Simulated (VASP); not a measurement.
Runs of VASP 6.6.1 on Al. The structure is that of space group Fm-3m (No. 225), or close to it. The cells are those of the table. 

```tsv
cell	gap on the mesh (eV)	pressure (GPa)
a = 2.841, b = 2.841, c = 2.819 Å, angles 60.3, 60.3, 59.5°, 1 atom	none	(a)
a = 2.948 Å, angles 60.0°, 1 atom	none	-9.7
a = 2.776 Å, angles 60.0°, 1 atom	none	(b)
a = 2.820, b = 2.820, c = 2.776 Å, angles 60.5, 60.5, 59.0°, 1 atom	none	-0.2
a = 2.842, b = 2.842, c = 2.776 Å, angles 60.8, 60.8, 58.5°, 1 atom	none	-1.4
a = 2.798, b = 2.798, c = 2.776 Å, angles 60.3, 60.3, 59.5°, 1 atom	none	1.2
a = 2.863, b = 2.863, c = 2.819 Å, angles 60.5, 60.5, 59.0°, 1 atom	none	-3.9
a = 2.819 Å, angles 60.0°, 1 atom	none	-1.6
```

Alike in all rows: task single point; level PBEsol+D3(BJ); potentials or basis VASP PAW PBE potentials, release 64 (Al); no spin polarisation; k mesh 20 × 20 × 20; cutoff (eV) 520; smearing gaussian 0.15 eV.

Q: Fill in the values left out.

A: (a) -2.8; (b) 2.7.

Caveats: the PAW data sets were made with another functional, which shifts forces and pressure a little; the cell stands under tension (at least some runs).

A gap of «none» marks levels without a gap at the run's occupations.
